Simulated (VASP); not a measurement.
# Nb (Im-3m) in VASP: further runs

Aim: see how the results for Nb move with the level of theory and the settings. Levels: PBE, BLYP. Tasks: single point.

Everything below comes from runs of VASP 6.6.1. Logs are shortened: lines on timing, memory, paths and dates and some standing lists are left out, and cuts for length are marked.

## (1) The cell of the first run

The structure is cubic, space group Im-3m (No. 229). The conventional cell has a = 3.328 Å, b = 3.328 Å, c = 3.328 Å, α = 90.00°, β = 90.00°, γ = 90.00°. Nb (site symmetry m-3m) has 14 Nb at 2.88 to 3.33 Å within 3.8 Å.

## (2) Single point, PBE

Contents of INCAR:

```
ALGO = Normal
EDIFF = 1E-6
ENCUT = 500
GGA = PE
GGA_COMPAT = F
ISIF = 2
ISMEAR = 0
LASPH = T
LCHARG = T
LELF = T
LREAL = F
LVHAR = T
LWAVE = F
NBANDS = 12
NELM = 120
PREC = Accurate
SIGMA = 0.017
```

Contents of KPOINTS:

```
k-points
0
Gamma
  11 11 11
```

Contents of POSCAR:

```
Nb
1.0
   -1.6639500000      1.6639500000      1.6639500000
    1.6639500000     -1.6639500000      1.6639500000
    1.6639500000      1.6639500000     -1.6639500000
Nb
1
Direct
    0.0000000000      0.0000000000      0.0000000000
```

Potentials or basis: VASP PAW PBE potentials, release 64 (Nb_sv).

On the command line:

```console
$ cat potpaw_PBE.64/Nb_sv/POTCAR > POTCAR
$ mpirun -np 1 vasp_std > vasp.out
```

OUTCAR:

```text
EDIFF = 1E-6
   ENCUT = 500
   GGA = PE
   ISIF = 2
   ISMEAR = 0
   LASPH = T
   LREAL = F
   NELM = 120
   PREC = Accurate

 ion  position               nearest neighbor table
   1  0.000  0.000  0.000-

  LATTYP: Found a body centered cubic cell.
 ALAT       =     3.3279000000

  Lattice vectors:

 A1 = (  -1.6639500000,   1.6639500000,   1.6639500000)
 A2 = (   1.6639500000,  -1.6639500000,   1.6639500000)
 A3 = (   1.6639500000,   1.6639500000,  -1.6639500000)

Analysis of symmetry for initial positions (statically):
=====================================================================
 Subroutine PRICEL returns:
 Original cell was already a primitive cell.

 Routine SETGRP: Setting up the symmetry group for a
 body centered cubic supercell.

 Subroutine GETGRP returns: Found 48 space group operations
 (whereof 48 operations were pure point group operations)
 out of a pool of 48 trial point group operations.

The static configuration has the point symmetry O_h .

Analysis of symmetry for dynamics (positions and initial velocities):
=====================================================================
 Subroutine PRICEL returns:
 Original cell was already a primitive cell.

 Routine SETGRP: Setting up the symmetry group for a
 body centered cubic supercell.

 Subroutine GETGRP returns: Found 48 space group operations
 (whereof 48 operations were pure point group operations)
 out of a pool of 48 trial point group operations.

The dynamic configuration has the point symmetry O_h .

 Subroutine INISYM returns: Found 48 space group operations
 (whereof 48 operations are pure point group operations),
 and found     1 'primitive' translations

----------------------------------------------------------------------------------------

                                     Primitive cell

  volume of cell :      18.4281

  direct lattice vectors                    reciprocal lattice vectors
    -1.663950000  1.663950000  1.663950000     0.000000000  0.300489798  0.300489798
     1.663950000 -1.663950000  1.663950000     0.300489798  0.000000000  0.300489798
     1.663950000  1.663950000 -1.663950000     0.300489798  0.300489798  0.000000000

  length of vectors
     2.882045941  2.882045941  2.882045941     0.424956748  0.424956748  0.424956748

  position of ions in fractional coordinates (direct lattice)
     0.000000000  0.000000000  0.000000000

  ion indices of the primitive-cell ions
[... 81 lines left out ...]
   ISYM   =      2    0-nonsym 1-usesym 2-fastsym
   POTIM  = 0.5000    time-step for ionic-motion
   TEBEG  =    0.0;   TEEND  =   0.0 temperature during run
   PSTRESS=    0.0 pullay stress
   NELECT =      13.0000    total number of electrons
   NUPDOWN=      -1.0000    fix difference up-down
   EMIN   =  10.00;   EMAX   =-10.00  energy-range for DOS
   EFERMI =   0.00;   METHOD = LEGACY
   ISMEAR =     0;   SIGMA  =   0.02  broadening in eV -4-tet -1-fermi 0-gaus
   EFERMI_NEDOS =   21; number of points for ismear=-14 and -15
   IALGO  =     38    algorithm
   IMIX   =      4    mixing-type and parameters
     AMIX     =   0.40;   BMIX     =  1.00
     AMIX_MAG =   1.60;   BMIX_MAG =  1.00
  volume/ion in A,a.u.               =      18.43       124.36
  Fermi-wavevector in a.u.,A,eV,Ry     =   1.457345  2.753983 28.896790  2.123854
  Thomas-Fermi vector in A             =   2.574157
   LORBIT       =      0    0 simple, 1 ext, 2 COOP (PROOUT), +10 PAW based schemes
   GGA     = PE    functional components
   LHFCALC =     F    Hartree Fock is set to
   AEXX    =    0.0000 exact exchange contribution
   IVDW    =     0    specifies the selected vdW correction
   LEPSILON=     F    determine dielectric tensor
   LRPA    =     F    only Hartree local field effects (RPA)
 non-spin polarized calculation
 Gauss-broadening in eV      SIGMA  =   0.02
  energy-cutoff  :      500.00
  volume of cell :       18.43
 maximum number of plane-waves:       478
 NGX is ok and might be reduce to    24
   NGX = 11   NGY = 11   NGZ = 11

 number of electron      12.9999999 magnetization

 Free energy of the ion-electron system (eV)
  ---------------------------------------------------
  ext. energy  EPLUGINS =         0.00000000
  ---------------------------------------------------
  free energy    TOTEN  =       -10.20603333 eV

  energy without entropy =      -10.20560365  energy(sigma->0) =      -10.20581849

 E-fermi :  10.7904     XC(G=0): -12.3859

 val. band max:       10.7780383717   @ k =  -0.1818   0.2727   0.0909
 cond. band min:      10.7906973458   @ k =   0.2727   0.0000   0.0000
 fundamental gap:      0.0126589740
 Fermi energy:        10.7904165615

 k-point     1 :       0.0000    0.0000    0.0000
  band No.  band energies     occupation
      1     -43.5610      2.00000
      2     -18.9035      2.00000
      3     -18.9035      2.00000
      4     -18.9035      2.00000
      5       4.9577      2.00000
      6      11.2217      0.00000
      7      11.2217      0.00000
      8      11.2217      0.00000
      9      14.0563      0.00000
     10      14.0563      0.00000
     11      25.0174      0.00000
     12      25.0174      0.00000
[... 331 lines left out ...]
 k-point    24 :       0.3636    0.1818    0.0909
  band No.  band energies     occupation
      1     -43.3258      2.00000
      2     -19.9440      2.00000
      3     -19.4751      2.00000
      4     -19.1125      2.00000
      5       8.5144      2.00000
      6       9.3282      2.00000
      7      11.1361      0.00000
      8      14.4243      0.00000
      9      14.8175      0.00000
     10      19.6702      0.00000
     11      21.0464      0.00000
     12      23.3508      0.00000

 [... further k-points ...]

------------------------ aborting loop because EDIFF is reached ----------------------------------------

  FORCE on cell =-STRESS in cart. coord.  units (eV):
  Direction    XX          YY          ZZ          XY          YZ          ZX
  --------------------------------------------------------------------------------------
  -------------------------------------------------------------------------------------
  Total       -0.2443234     -0.2443234     -0.2443234      0.0000000     -0.0000000      0.0000000
  in kB      -21.2419695    -21.2419695    -21.2419695      0.0000000     -0.0000000      0.0000000
  external PRESSURE =     -21.2419695 kB  Pullay stress =       0.0000000 kB

 VOLUME and BASIS-vectors are now :
 -----------------------------------------------------------------------------
  energy-cutoff  :      500.00
  volume of cell :       18.43
      direct lattice vectors                 reciprocal lattice vectors
    -1.663950000  1.663950000  1.663950000     0.000000000  0.300489798  0.300489798
     1.663950000 -1.663950000  1.663950000     0.300489798  0.000000000  0.300489798
     1.663950000  1.663950000 -1.663950000     0.300489798  0.300489798  0.000000000

 POSITION                                       TOTAL-FORCE (eV/Angst)
 -----------------------------------------------------------------------------------
      0.00000      0.00000      0.00000        -0.000000     -0.000000      0.000000
 -----------------------------------------------------------------------------------
    total drift:                                0.000000      0.000000     -0.000000

  FREE ENERGIE OF THE ION-ELECTRON SYSTEM (eV)
  ---------------------------------------------------
  free  energy   TOTEN  =       -10.2060333257 eV

  energy  without entropy=      -10.2056036486  energy(sigma->0) =      -10.20581849
```

stdout:

```text
POSCAR found type information on POSCAR Nb
 POSCAR found :  1 types and       1 ions
 scaLAPACK will be used
 LDA part: xc-table for (Slater+PW92), standard interpolation
 POSCAR, INCAR and KPOINTS ok, starting setup
 FFT: planning ... GRIDC
 FFT: planning ... GRID_SOFT
 FFT: planning ... GRID
 WAVECAR not read
 entering main loop
```

Run time: 12 s. Hardware: 1 thread of Intel Xeon 8259CL, shared host; peak memory 0.14 GiB.

Results:

```
Free energy : -10.2060 eV
Pressure    : -2.1 GPa
```

## (3) Single point, PBE

Contents of INCAR:

```
PREC = Accurate
ENCUT = 500
EDIFF = 1E-6
ISMEAR = 0
SIGMA = 0.024
LREAL = False
LASPH = True
NELM = 120
ALGO = Normal
ISIF = 2
LWAVE = False
LCHARG = True
GGA = PE
LELF = True
LVHAR = True
NBANDS = 12
GGA_COMPAT = False
```

Contents of KPOINTS:

```
Automatic mesh
0
Gamma
  11 11 11
```

POSCAR is that of step 2.

Potentials or basis: VASP PAW PBE potentials, release 64 (Nb_sv).

On the command line:

```console
$ cat potpaw_PBE.64/Nb_sv/POTCAR > POTCAR
$ mpirun -np 1 vasp_std > vasp.out
```

Run time: 15 s. Hardware: 1 thread of Intel Xeon 8259CL, shared host; peak memory 0.14 GiB.

It converged, with:

```yaml
Free_energy: -10.2062 eV
Pressure: -2.1 GPa
```

Levels at points of the mesh, in eV from the Fermi level:
```tsv
k point	band 2	band 3	band 4	band 5	band 6	band 7	band 8	band 9	band 10	band 11
(0.00, 0.00, 0.00)	-29.69	-29.69	-29.69	-5.83	0.43	0.43	0.43	3.27	3.27	14.23
```

## (4) Single point, PBE

Contents of INCAR:

```
SYSTEM = Nb
ALGO = Normal
EDIFF = 1E-6
ENCUT = 500
GGA = PE
GGA_COMPAT = .False.
ISIF = 2
ISMEAR = 0
LASPH = .True.
LCHARG = .True.
LELF = .True.
LREAL = .False.
LVHAR = .True.
LWAVE = .False.
NBANDS = 12
NELM = 120
PREC = Accurate
SIGMA = 0.027000000000000003
```

Contents of KPOINTS:

```
k-points
0
Gamma
  11 11 11
  0 0 0
```

POSCAR is that of step 3.

On the command line:

```console
$ cat potpaw_PBE.64/Nb_sv/POTCAR > POTCAR
$ mpirun -np 1 vasp_std > vasp.out
```

It took 16 s on 1 thread of Intel Xeon 8259CL, shared host; peak memory 0.14 GiB.

The run converged. Its results:

```yaml
Free_energy: -10.2063 eV
Pressure: -2.1 GPa
```

Levels at points of the mesh, in eV from the Fermi level:
| k point | band 4 | band 5 | band 6 | band 7 | band 8 | band 9 |
| --- | --- | --- | --- | --- | --- | --- |
| (0.00, 0.00, 0.00) | -29.70 | -5.83 | 0.43 | 0.43 | 0.43 | 3.26 |

## (5) Single point, BLYP

This run uses another cell than the first one, of 18.89 Å³/atom, 1.025 times its volume.

Contents of INCAR:

```
SYSTEM = Nb
AGGAC    = 1.0          
AGGAX    = 1.0          
ALDAC    = 0.0          
ALDAX    = 1.0          
ALGO     = Normal         ! electronic algorithm
EDIFF    = 1E-6           ! SCF threshold, eV
ENCUT    = 500            ! plane-wave cutoff, eV
GGA      = B5             ! functional
GGA_COMPAT= .FALSE.      
ISIF     = 2              ! what is computed and relaxed
ISMEAR   = -1             ! smearing method
LASPH    = .TRUE.         ! aspherical terms in the spheres
LCHARG   = .FALSE.        ! write CHGCAR
LREAL    = .FALSE.        ! projectors in reciprocal space
LWAVE    = .FALSE.        ! write WAVECAR
NBANDS   = 12             ! bands
NELM     = 120            ! most SCF steps
PREC     = Accurate       ! precision mode
SIGMA    = 0.05           ! smearing width, eV
```

Contents of KPOINTS:

```
k-points
0
G
  11 11 11
  0 0 0
```

Contents of POSCAR:

```
Nb
1.0
   -1.6778348275      1.6778348275      1.6778348275
    1.6778348275     -1.6778348275      1.6778348275
    1.6778348275      1.6778348275     -1.6778348275
Nb
1
Direct
    0.0000000000      0.0000000000      0.0000000000
```

On the command line:

```console
$ cat potpaw_PBE.64/Nb_sv/POTCAR > POTCAR
$ mpirun -np 1 vasp_std > vasp.out
```

Wall time 23 s (1 thread of Intel Xeon 8259CL, shared host); peak memory 0.14 GiB.

It converged, with:

| Property | Result |
| --- | --- |
| Free energy | -8.8552 eV |
| Pressure | -0.1 GPa |

Levels at points of the mesh, in eV from the Fermi level:
```
           k point  band 3  band 4  band 5  band 6  band 7  band 8  band 9  band 10
(0.00, 0.00, 0.00)  -29.80  -29.80   -5.63    0.32    0.32    0.32    3.09     3.09
```

Caveat: the PAW data sets were made with another functional, which shifts forces and pressure a little.

## (6) The runs side by side

| level | cell | smearing | gap on the mesh (eV) | pressure (GPa) |
| --- | --- | --- | --- | --- |
| PBE | a = 2.882 Å, angles 109.5°, 1 atom | gaussian 0.017 eV | none | -2.1 |
| PBE | a = 2.882 Å, angles 109.5°, 1 atom | gaussian 0.024 eV | none | -2.1 |
| PBE | a = 2.882 Å, angles 109.5°, 1 atom | gaussian 0.027 eV | none | -2.1 |
| BLYP | a = 2.906 Å, angles 109.5°, 1 atom | fermi-dirac 0.05 eV | none | -0.1 |

Alike in all rows: task single point; potentials or basis VASP PAW PBE potentials, release 64 (Nb_sv); no spin polarisation; k mesh 11 × 11 × 11; cutoff (eV) 500.

Every run on the cell as given and a fine mesh finds a metal.

Caveats: the PAW data sets were made with another functional, which shifts forces and pressure a little (some runs).

Total energies depend on the potentials used, so only differences within one code and one set of settings carry meaning.
